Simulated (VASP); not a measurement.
Here is a VASP 6.6.1 calculation.

The input INCAR:

```
  PREC = Accurate
  ENCUT = 520
  EDIFF = 1E-8
  ISMEAR = -1
  SIGMA = 0.05
  LREAL = False
  LASPH = True
  NELM = 100
  ALGO = Normal
  ISIF = 2
  LWAVE = False
  LCHARG = False
  GGA = PS
  IBRION = 8
  NSW = 1
```

Contents of KPOINTS:

```
Automatic mesh
0
Gamma
  14 14 14
```

File POSCAR:

```
TiN
1.0
    0.0000000000      2.1020842657      2.1020842657
    2.1020842657      0.0000000000      2.1020842657
    2.1020842657      2.1020842657      0.0000000000
Ti N
1 1
Direct
    0.0000000000      0.0000000000      0.0000000000
    0.5000000000      0.5000000000      0.5000000000
```

Potentials or basis: VASP PAW PBE potentials, release 64 (Ti_sv, N).

Run with:

```sh
$ cat potpaw_PBE.64/Ti_sv/POTCAR potpaw_PBE.64/N/POTCAR > POTCAR
$ mpirun -np 1 vasp_std > vasp.out
```

Task: What does it give for the highest phonon frequency at Γ?

Result: 536 cm⁻¹.

Phonon frequencies in cm⁻¹ (negative: imaginary):
| q point | frequencies |
| --- | --- |
| (0.000, 0.000, 0.000) | 0 0 0 536 536 536 |
